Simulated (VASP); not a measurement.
The system is Zr.

```
Zr
1.0
    -1.77758    1.77758    1.77758
     1.77758   -1.77758    1.77758
     1.77758    1.77758   -1.77758
Zr
1
Direct
  0.00000 0.00000 0.00000
```

| Item | Value |
| --- | --- |
| Program | VASP 6.6.1 |
| Task | relaxation of cell and atoms |
| Functional | PBEsol |
| Potentials or basis | VASP PAW PBE potentials, release 64 (Zr_sv) |
| Cutoff | 600 eV |
| k mesh | 15 × 15 × 15 |
| Occupations | fermi-dirac, width 0.08 eV |
| Spin | no spin polarisation |

At the start: pressure -2.3 GPa; volume 22.47 Å³/atom.

Problem. Where does the relaxation end?

Solution. Over 3 steps the energy falls by 4.3 meV/atom and the volume is 21.88 Å³/atom (-2.6 %); space group Im-3m (No. 229, to 0.05 Å).

The path:
```csv
step,energy change (eV),largest force (eV/Å),pressure (GPa),volume (Å³)
1,0.0000,0.0000,-2.32,22.47
2,-0.0016,0.0000,1.95,21.42
3,-0.0043,0.0000,-0.01,21.88
```

Final structure:
```
CELL_PARAMETERS angstrom
-1.76200 1.76200 1.76200
1.76200 -1.76200 1.76200
1.76200 1.76200 -1.76200
ATOMIC_POSITIONS crystal
Zr 0.00000 0.00000 0.00000
```

Caveat: the PAW data sets were made with another functional, which shifts forces and pressure a little.
